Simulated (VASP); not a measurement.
Input of a VASP 6.6.1 run:

File INCAR:

```
PREC = Accurate
ENCUT = 500
EDIFF = 1E-6
ISMEAR = 0
SIGMA = 0.05
LREAL = F
LASPH = T
NELM = 120
ALGO = Normal
ISIF = 2
LWAVE = F
LCHARG = T
GGA = PE
LELF = T
LVHAR = T
NBANDS = 15
GGA_COMPAT = F
```

Contents of KPOINTS:

```
regular mesh
0
Gamma
  8 8 8
```

POSCAR

```
CsI
1.0
    4.6341543050      0.0000000000      0.0000000000
    0.0000000000      4.6341543050      0.0000000000
    0.0000000000      0.0000000000      4.6341543050
Cs I
1 1
Direct
    0.0000000000      0.0000000000      0.0000000000
    0.5000000000      0.5000000000      0.5000000000
```

Potentials or basis: VASP PAW PBE potentials, release 64 (Cs_sv, I).

Launch:

```bash
$ cat potpaw_PBE.64/Cs_sv/POTCAR potpaw_PBE.64/I/POTCAR > POTCAR
$ mpirun -np 1 vasp_std > vasp.out
```

Problem. Estimate the band gap on the k mesh.

Solution. 3.74 eV (least direct gap 3.83 eV).

Problem. What does it give for the pressure?

Solution. 0.2 GPa.

Caveat: spin-orbit coupling is left out, which moves the levels of the heavy elements. A k mesh can miss the band edges.
